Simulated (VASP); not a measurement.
A run of VASP 6.6.1:

The input POSCAR:

```
Ru
1.0
    2.6999990271      0.0000000000      0.0000000000
   -1.3499995136      2.3382677476      0.0000000000
    0.0000000000      0.0000000000      4.2767984589
Ru
2
Direct
    0.3333333333      0.6666666667      0.7500000000
    0.6666666667      0.3333333333      0.2500000000
```

The input INCAR.step1:

```
SYSTEM = Ru
  PREC = Accurate
  ENCUT = 620
  ISMEAR = 0
  SIGMA = 0.05
  LREAL = .FALSE.
  LASPH = .TRUE.
  NELM = 120
  NBANDS = 23
  GGA = PE
  ALGO = Normal
  EDIFF = 1E-5
  LWAVE = .TRUE.
  LCHARG = .FALSE.
  GGA_COMPAT = .FALSE.
```

File INCAR.step2:

```
SYSTEM = Ru
  PREC = Accurate
  ENCUT = 620
  EDIFF = 1E-6
  ISMEAR = 0
  SIGMA = 0.05
  LREAL = .FALSE.
  LASPH = .TRUE.
  NELM = 120
  ALGO = Normal
  ISIF = 2
  LWAVE = .FALSE.
  LCHARG = .TRUE.
  METAGGA = R2SCAN
  LMIXTAU = .TRUE.
  LELF = .TRUE.
  LVHAR = .TRUE.
  NBANDS = 23
  ISTART = 1
  GGA_COMPAT = .FALSE.
```

The input KPOINTS:

```
regular mesh
0
G
  14 14 8
  0 0 0
```

Potentials or basis: VASP PAW PBE potentials, release 64 (Ru_sv).

Command:

```console
$ cat potpaw_PBE.64/Ru_sv/POTCAR > POTCAR
$ cp INCAR.step1 INCAR
$ mpirun -np 1 vasp_std > vasp.out
$ cp INCAR.step2 INCAR
$ mpirun -np 1 vasp_std > vasp.out
```

Hardware: 1 thread of Intel(R) Xeon(R) Platinum 8259CL CPU @ 2.50GHz (Skylake/Cascade Lake) (shared host).

Task: Estimate the wall time of this run.

Result: Wall time 3.3 min on 1 thread of Intel(R) Xeon(R) Platinum 8259CL CPU @ 2.50GHz (Skylake/Cascade Lake), with other jobs on the host, peak memory 0.21 GiB. Counts: k points 120.
